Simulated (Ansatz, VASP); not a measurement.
## HgTe: VASP beside Ansatz

The input INCAR:

```
ALGO = Normal
EDIFF = 1E-6
ENCUT = 520
GGA = PE
ISIF = 2
ISMEAR = 0
LASPH = True
LCHARG = True
LELF = True
LREAL = False
LVHAR = True
LWAVE = False
NBANDS = 16
NELM = 80
PREC = Accurate
SIGMA = 0.1
```

The input KPOINTS:

```
k-points
0
Gamma
  12 12 12
```

Contents of POSCAR:

```
HgTe
1.0
    0.0000000000      3.2928054254      3.2928054254
    3.2928054254      0.0000000000      3.2928054254
    3.2928054254      3.2928054254      0.0000000000
Hg Te
1 1
Direct
    0.0000000000      0.0000000000      0.0000000000
    0.2500000000      0.2500000000      0.2500000000
```

Input for Ansatz:

```yaml
crystal:
  lattice:
    - [0.0, 3.2928054254, 3.2928054254]
    - [3.2928054254, 0.0, 3.2928054254]
    - [3.2928054254, 3.2928054254, 0.0]
  atoms:
    - { symbol: Hg, position: [0.0, 0.0, 0.0] }
    - { symbol: Te, position: [0.25, 0.25, 0.25] }
basis:
  ecutwfc: 420
kpoints:
  mp_grid: { grid: [12, 12, 12] }
hamiltonian:
  xc: pbe
scf:
  occupations: { method: gaussian, width: 0.1 }
output:
  forces: true
  stress: true
  eigenvalues: true
```

Alike in both runs: task single point; functional PBE; k mesh 12 × 12 × 12; occupations gaussian, width 0.1 eV; no spin polarisation.

|  | VASP | Ansatz |
| --- | --- | --- |
| version | VASP 6.6.1 | Ansatz 0.2.0 |
| potentials or method | VASP PAW PBE potentials, release 64 (Hg, Te), cutoff 520 eV | scalar-relativistic, plane waves, PAW |
| valence electrons in the cell | 18 | 36 |

```tsv
	VASP	Ansatz	Ansatz less VASP
gap on the k mesh at the Fermi level (eV)	none	none	-
pressure (GPa)	1.1	1.1	-0.05
```

A gap of «none» marks a metal or a gap that the smearing closes. The functional is the same, so the differences come from potentials, cutoffs and numerics. VASP's potentials hold 18 valence electrons a cell and Ansatz's 36, so a difference there can come from the potentials and not from the codes.

Spin-orbit coupling is off throughout.
